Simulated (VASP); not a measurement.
# Au (Im-3m) in VASP: notebook

Au is run at these levels: PBEsol-based global hybrid with 25 % exact exchange, HSE06; tasks: single point.

All numbers are computed with VASP 6.6.1; they aren't measurements. Logs are shortened: lines on timing, memory, paths and dates and some standing lists are left out, and cuts for length are marked.

### Step 1. The cell of the first run

Symmetry: Im-3m, No. 229, cubic system. The conventional cell has a = 3.315 Å, b = 3.315 Å, c = 3.315 Å, α = 90.00°, β = 90.00°, γ = 90.00°. Within 3.8 Å of Au (site symmetry m-3m) lie 14 Au at 2.87 to 3.31 Å.

This isn't the form of Au at room conditions, which is fcc.

### Step 2. Single point, PBEsol-based global hybrid with 25 % exact exchange

File POSCAR:

```
Au
1.0
   -1.6572690000      1.6572690000      1.6572690000
    1.6572690000     -1.6572690000      1.6572690000
    1.6572690000      1.6572690000     -1.6572690000
Au
1
Direct
    0.0000000000      0.0000000000      0.0000000000
```

File INCAR.step1:

```
SYSTEM = Au
PREC = Accurate
ENCUT = 520
EDIFF = 1E-5
ISMEAR = -1
SIGMA = 0.05
LREAL = .False.
LASPH = .True.
NELM = 60
ALGO = Normal
ISIF = 2
LWAVE = .True.
LCHARG = .False.
NBANDS = 12
GGA = PE
```

File INCAR.step2:

```
SYSTEM = Au
PREC = Accurate
ENCUT = 520
EDIFF = 1E-6
ISMEAR = -1
SIGMA = 0.05
LREAL = .False.
LASPH = .True.
NELM = 60
ALGO = Normal
ISIF = 2
LWAVE = .False.
LCHARG = .False.
GGA = PS
LHFCALC = .True.
AEXX = 0.25
PRECFOCK = Normal
NBANDS = 12
ISTART = 1
```

File KPOINTS:

```
regular mesh
0
Gamma
  6 6 6
  0 0 0
```

Potentials or basis: VASP PAW PBE potentials, release 64 (Au).

Started as:

```bash
$ cat potpaw_PBE.64/Au/POTCAR > POTCAR
$ cp INCAR.step1 INCAR
$ mpirun -np 1 vasp_std > vasp.out
$ cp INCAR.step2 INCAR
$ mpirun -np 1 vasp_std > vasp.out
```

OUTCAR:

```text
SYSTEM = Au
   PREC = Accurate
   ENCUT = 520
   EDIFF = 1E-6
   ISMEAR = -1
   LREAL = .False.
   LASPH = .True.
   NELM = 60
   ISIF = 2
   GGA = PS
   LHFCALC = .True.
   AEXX = 0.25
   PRECFOCK = Normal
   ISTART = 1

 ion  position               nearest neighbor table
   1  0.000  0.000  0.000-

  LATTYP: Found a body centered cubic cell.
 ALAT       =     3.3145380000

  Lattice vectors:

 A1 = (  -1.6572690000,   1.6572690000,   1.6572690000)
 A2 = (   1.6572690000,  -1.6572690000,   1.6572690000)
 A3 = (   1.6572690000,   1.6572690000,  -1.6572690000)

Analysis of symmetry for initial positions (statically):
=====================================================================
 Subroutine PRICEL returns:
 Original cell was already a primitive cell.

 Routine SETGRP: Setting up the symmetry group for a
 body centered cubic supercell.

 Subroutine GETGRP returns: Found 48 space group operations
 (whereof 48 operations were pure point group operations)
 out of a pool of 48 trial point group operations.

The static configuration has the point symmetry O_h .

Analysis of symmetry for dynamics (positions and initial velocities):
=====================================================================
 Subroutine PRICEL returns:
 Original cell was already a primitive cell.

 Routine SETGRP: Setting up the symmetry group for a
 body centered cubic supercell.

 Subroutine GETGRP returns: Found 48 space group operations
 (whereof 48 operations were pure point group operations)
 out of a pool of 48 trial point group operations.

The dynamic configuration has the point symmetry O_h .

 Subroutine INISYM returns: Found 48 space group operations
 (whereof 48 operations are pure point group operations),
 and found     1 'primitive' translations

----------------------------------------------------------------------------------------

                                     Primitive cell

  volume of cell :      18.2070

  direct lattice vectors                    reciprocal lattice vectors
    -1.657269000  1.657269000  1.657269000     0.000000000  0.301701172  0.301701172
     1.657269000 -1.657269000  1.657269000     0.301701172  0.000000000  0.301701172
     1.657269000  1.657269000 -1.657269000     0.301701172  0.301701172  0.000000000

  length of vectors
     2.870474110  2.870474110  2.870474110     0.426669890  0.426669890  0.426669890

  position of ions in fractional coordinates (direct lattice)
     0.000000000  0.000000000  0.000000000

  ion indices of the primitive-cell ions
   primitive index   ion index
                 1           1

----------------------------------------------------------------------------------------

 KPOINTS: regular mesh

Automatic generation of k-mesh.
 Grid dimensions read from file:
 generate k-points for:    6    6    6

 Generating k-lattice:

  Cartesian coordinates                     Fractional coordinates (reciprocal lattice)
     0.000000000  0.050283529  0.050283529     0.166666667  0.000000000  0.000000000
     0.050283529  0.000000000  0.050283529     0.000000000  0.166666667  0.000000000
     0.050283529  0.050283529  0.000000000     0.000000000  0.000000000  0.166666667

  Length of vectors
     0.071111648  0.071111648  0.071111648

  Shift w.r.t. Gamma in fractional coordinates (k-lattice)
     0.000000000  0.000000000  0.000000000

 Subroutine IBZKPT returns following result:
 ===========================================

 Found     16 irreducible k-points:

 Following reciprocal coordinates:
            Coordinates               Weight
  0.000000  0.000000  0.000000      1.000000
  0.166667  0.000000  0.000000     12.000000
  0.333333  0.000000  0.000000     12.000000
  0.500000  0.000000  0.000000      6.000000
  0.166667  0.166667  0.000000     24.000000
  0.333333  0.166667  0.000000     48.000000
[... 8 lines left out ...]
  0.500000  0.500000  0.333333     12.000000
  0.500000  0.500000  0.500000      1.000000
   k-points           NKPTS =     16   k-points in BZ     NKDIM =    216   number of bands    NBANDS=     12
   number of dos      NEDOS =    301   number of ions     NIONS =      1
   total plane-waves  NPLWV =  13824
   dimension x,y,z NGX =    24 NGY =   24 NGZ =   24
   dimension x,y,z NGXF=    48 NGYF=   48 NGZF=   48
   ions per type =               1
   NGX,Y,Z   is equivalent  to a cutoff of  13.90, 13.90, 13.90 a.u.
   NGXF,Y,Z  is equivalent  to a cutoff of  27.80, 27.80, 27.80 a.u.
 SYSTEM =  Au
   PREC   = accura    normal or accurate (medium, high low for compatibility)
   ISTART =      1    job   : 0-new  1-cont  2-samecut
   ICHARG =      0    charge: 1-file 2-atom 10-const
   ISPIN  =      1    spin polarized calculation?
   LNONCOLLINEAR =      F non collinear calculations
   LSORBIT =      F    spin-orbit coupling
   LASPH  =      T    aspherical Exc in radial PAW
   ENCUT  =  520.0 eV  38.22 Ry    6.18 a.u.   5.34  5.34  5.34*2*pi/ulx,y,z
   NELM   =     60;   NELMIN=  2; NELMDL=  0     # of ELM steps
   EDIFF  = 0.1E-05   stopping-criterion for ELM
   LREAL  =      F    real-space projection
   EDIFFG = 0.1E-04   stopping-criterion for IOM
   NSW    =      0    number of steps for IOM
   IBRION =     -1    ionic relax: 0-MD 1-quasi-New 2-CG
   NFREE  =      0    steps in history (QN), initial steepest desc. (CG)
   ISIF   =      2    stress and relaxation
   ISYM   =      3    0-nonsym 1-usesym 2-fastsym
   POTIM  = 0.5000    time-step for ionic-motion
   TEBEG  =    0.0;   TEEND  =   0.0 temperature during run
   PSTRESS=    0.0 pullay stress
   NELECT =      11.0000    total number of electrons
   NUPDOWN=      -1.0000    fix difference up-down
   EMIN   =  10.00;   EMAX   =-10.00  energy-range for DOS
   EFERMI =   0.00;   METHOD = LEGACY
   ISMEAR =    -1;   SIGMA  =   0.05  broadening in eV -4-tet -1-fermi 0-gaus
   EFERMI_NEDOS =   21; number of points for ismear=-14 and -15
   IALGO  =     38    algorithm
   IMIX   =      1    mixing-type and parameters
     AMIX     =   0.40;   BMIX     =  1.00
     AMIX_MAG =   1.60;   BMIX_MAG =  1.00
  volume/ion in A,a.u.               =      18.21       122.87
  Fermi-wavevector in a.u.,A,eV,Ry     =   1.383968  2.615320 26.060157  1.915367
  Thomas-Fermi vector in A             =   2.508516
   LORBIT       =      0    0 simple, 1 ext, 2 COOP (PROOUT), +10 PAW based schemes
   GGA     = PS    functional components
   LHFCALC =     T    Hartree Fock is set to
   PRECFOCK=normal    Normal, Fast or Accurate (Low or Medium for compatibility)
   ENCUT4O =  -1.0   cutoff for four orbital integrals eV
   NKREDX  =     1    reduce k-point grid by
   NKREDY  =     1    reduce k-point grid by
   NKREDZ  =     1    reduce k-point grid by
   AEXX    =    0.2500 exact exchange contribution
   HFSCREEN=    0.0000 screening length (either q_TF or 0.3 A-1)
   HFSCREENC=   0.0000 screening length for correlation (either q_TF or 0.3 A-1)
   ENCUTFOCK=  -1.0 apply spherical cutoff to Coloumb kernel
   IVDW    =     0    specifies the selected vdW correction
   LEPSILON=     F    determine dielectric tensor
   LRPA    =     F    only Hartree local field effects (RPA)
 non-spin polarized calculation
  energy-cutoff  :      520.00
  volume of cell :       18.21
 maximum number of plane-waves:       500
 NGX is ok and might be reduce to    24
  NGX = 18; NGY = 18; NGZ = 18

 number of electron      10.9999998 magnetization

 Free energy of the ion-electron system (eV)
  ---------------------------------------------------
  ext. energy  EPLUGINS =         0.00000000
  ---------------------------------------------------
  free energy    TOTEN  =        -3.94694572 eV

  energy without entropy =       -3.93621547  energy(sigma->0) =       -3.94158060

 E-fermi :   8.3822     XC(G=0):  -9.7868

 val. band max:        7.9557687782   @ k =  -0.3333   0.3333   0.3333
 cond. band min:       8.4554952161   @ k =   0.3333   0.1667   0.0000
 fundamental gap:      0.4997264380
 Fermi energy:         8.3821867412

 k-point     1 :       0.0000    0.0000    0.0000
  band No.  band energies     occupation
      1      -2.5872      2.00000
      2       1.9654      2.00000
      3       1.9654      2.00000
      4       1.9654      2.00000
      5       3.7514      2.00000
      6       3.7514      2.00000
      7      25.9294      0.00000
      8      25.9294      0.00000
      9      25.9294      0.00000
     10      33.1286      0.00000
     11      33.1286      0.00000
     12      33.1286      0.00000

 k-point     2 :       0.1667    0.0000    0.0000
  band No.  band energies     occupation
      1      -1.5607      2.00000
      2       1.6832      2.00000
      3       2.0184      2.00000
      4       2.6715      2.00000
      5       3.5102      2.00000
      6       3.7860      2.00000
      7      24.3494      0.00000
      8      25.5081      0.00000
      9      27.0845      0.00000
     10      29.1776      0.00000
     11      30.0421      0.00000
     12      30.0676      0.00000

 k-point     3 :       0.3333    0.0000    0.0000
  band No.  band energies     occupation
      1      -0.1752      2.00000
      2       1.1608      2.00000
      3       3.3561      2.00000
      4       3.7749      2.00000
      5       3.9037      2.00000
      6       4.3843      2.00000
      7      17.4754      0.00000
      8      22.8709      0.00000
      9      25.2570      0.00000
     10      29.5973      0.00000
     11      29.7635      0.00000
     12      32.9222      0.00000
[... 166 lines left out ...]
 k-point    15 :       0.5000    0.5000    0.3333
  band No.  band energies     occupation
      1       0.4563      2.00000
      2       0.6339      2.00000
      3       3.6496      2.00000
      4       3.9927      2.00000
      5       5.1482      2.00000
      6      13.1552      0.00000
      7      13.6926      0.00000
      8      17.3157      0.00000
      9      22.3014      0.00000
     10      25.9410      0.00000
     11      25.9462      0.00000
     12      34.6437      0.00000

 k-point    16 :       0.5000    0.5000    0.5000
  band No.  band energies     occupation
      1       0.0491      2.00000
      2       0.0491      2.00000
      3       5.0491      2.00000
      4       5.0491      2.00000
      5       5.0491      2.00000
      6      15.2896      0.00000
      7      15.2896      0.00000
      8      15.2896      0.00000
      9      18.7435      0.00000
     10      24.6676      0.00000
     11      24.6676      0.00000
     12      34.3733      0.00000

------------------------ aborting loop because EDIFF is reached ----------------------------------------

  FORCE on cell =-STRESS in cart. coord.  units (eV):
  Direction    XX          YY          ZZ          XY          YZ          ZX
  --------------------------------------------------------------------------------------
  -------------------------------------------------------------------------------------
  Total       -1.1154649     -1.1154649     -1.1154649     -0.0000000      0.0000000     -0.0000000
  in kB      -98.1584063    -98.1584063    -98.1584063     -0.0000000      0.0000000     -0.0000000
  external PRESSURE =     -98.1584063 kB  Pullay stress =       0.0000000 kB

 VOLUME and BASIS-vectors are now :
 -----------------------------------------------------------------------------
  energy-cutoff  :      520.00
  volume of cell :       18.21
      direct lattice vectors                 reciprocal lattice vectors
    -1.657269000  1.657269000  1.657269000     0.000000000  0.301701172  0.301701172
     1.657269000 -1.657269000  1.657269000     0.301701172  0.000000000  0.301701172
     1.657269000  1.657269000 -1.657269000     0.301701172  0.301701172  0.000000000

 POSITION                                       TOTAL-FORCE (eV/Angst)
 -----------------------------------------------------------------------------------
      0.00000      0.00000      0.00000        -0.000000      0.000000      0.000000
 -----------------------------------------------------------------------------------
    total drift:                               -0.000000     -0.000000     -0.000000

  FREE ENERGIE OF THE ION-ELECTRON SYSTEM (eV)
  ---------------------------------------------------
  free  energy   TOTEN  =        -3.9469457233 eV

  energy  without entropy=       -3.9362154730  energy(sigma->0) =       -3.94158060
```

It took 11 min on 1 thread of Intel Xeon Platinum 8259CL at 2.50GHz (Skylake/Cascade Lake), shared host; peak memory 0.16 GiB.

What came out:

| Item | Value |
| --- | --- |
| Free energy | -3.9469 eV |
| Pressure | -9.8 GPa |
| Band gap on the k mesh | zero (an odd number of electrons rules out a gap without spin polarisation) |

Caveat: the k points lie up to 0.45 Å⁻¹ apart, too coarse for converged energies and pressures of a metal; the PAW data sets were made with another functional, which shifts forces and pressure a little; spin-orbit coupling is left out, which moves the levels of the heavy elements.

### Step 3. Single point, HSE06

This run uses another cell than the first one, of 18.57 Å³/atom.

File POSCAR:

```
Au
1.0
   -1.6682446112      1.6682446112      1.6682446112
    1.6682446112     -1.6682446112      1.6682446112
    1.6682446112      1.6682446112     -1.6682446112
Au
1
Direct
    0.0000000000      0.0000000000      0.0000000000
```

File INCAR.step1:

```
PREC     = Accurate       # precision mode
ENCUT    = 520            # plane-wave cutoff, eV
EDIFF    = 1E-5           # SCF threshold, eV
ISMEAR   = -1             # smearing method
SIGMA    = 0.05           # smearing width, eV
LREAL    = False          # projectors in reciprocal space
LASPH    = True           # aspherical terms in the spheres
NELM     = 60             # most SCF steps
ALGO     = Normal         # electronic algorithm
ISIF     = 2              # what is computed and relaxed
LWAVE    = True           # write WAVECAR
GGA      = PE             # functional
NBANDS   = 12             # bands
```

File INCAR.step2:

```
PREC     = Accurate       # precision mode
ENCUT    = 520            # plane-wave cutoff, eV
EDIFF    = 1E-6           # SCF threshold, eV
ISMEAR   = -1             # smearing method
SIGMA    = 0.05           # smearing width, eV
LREAL    = False          # projectors in reciprocal space
LASPH    = True           # aspherical terms in the spheres
NELM     = 60             # most SCF steps
ALGO     = Normal         # electronic algorithm
ISIF     = 2              # what is computed and relaxed
LWAVE    = False          # write WAVECAR
LCHARG   = True           # write CHGCAR
GGA      = PE             # functional
LHFCALC  = True           # exact exchange
HFSCREEN = 0.2079         # screening, 1/A
PRECFOCK = Normal       
LELF     = True           # ELF
LVHAR    = True         
ISTART   = 1            
NBANDS   = 12             # bands
```

File KPOINTS:

```
Automatic mesh
0
Gamma
  6 6 6
```

Potentials or basis: VASP PAW PBE potentials, release 64 (Au).

Started as:

```bash
$ cat potpaw_PBE.64/Au/POTCAR > POTCAR
$ cp INCAR.step1 INCAR
$ mpirun -np 1 vasp_std > vasp.out
$ cp INCAR.step2 INCAR
$ mpirun -np 1 vasp_std > vasp.out
```

Wall time 15 min (1 thread of AMD EPYC 7R43 (Zen 3), shared host); peak memory 0.2 GiB.

It converged, with:

| Item | Value |
| --- | --- |
| Free energy | -3.2691 eV |
| Pressure | -6.2 GPa |
| Band gap on the k mesh | zero (an odd number of electrons rules out a gap without spin polarisation) |

Levels at points of the mesh, in eV from the Fermi level:
| k point | band 2 | band 3 | band 4 | band 5 | band 6 | band 7 | band 8 | band 9 |
| --- | --- | --- | --- | --- | --- | --- | --- | --- |
| (0.00, 0.00, 0.00) | -5.75 | -5.75 | -5.75 | -4.03 | -4.03 | 17.29 | 17.29 | 17.29 |
| (0.50, 0.00, 0.00) | -6.75 | -4.11 | -3.81 | -2.43 | -0.49 | 3.49 | 13.02 | 14.27 |
| (0.50, 0.50, 0.50) | -7.58 | -2.80 | -2.80 | -2.80 | 6.73 | 6.73 | 6.73 | 9.93 |

Caveat: the k points lie up to 0.44 Å⁻¹ apart, too coarse for converged energies and pressures of a metal; the PAW data sets were made with another functional, which shifts forces and pressure a little; spin-orbit coupling is left out, which moves the levels of the heavy elements.

The gap in the log of VASP goes by the Fermi energy; the results here count the filled bands.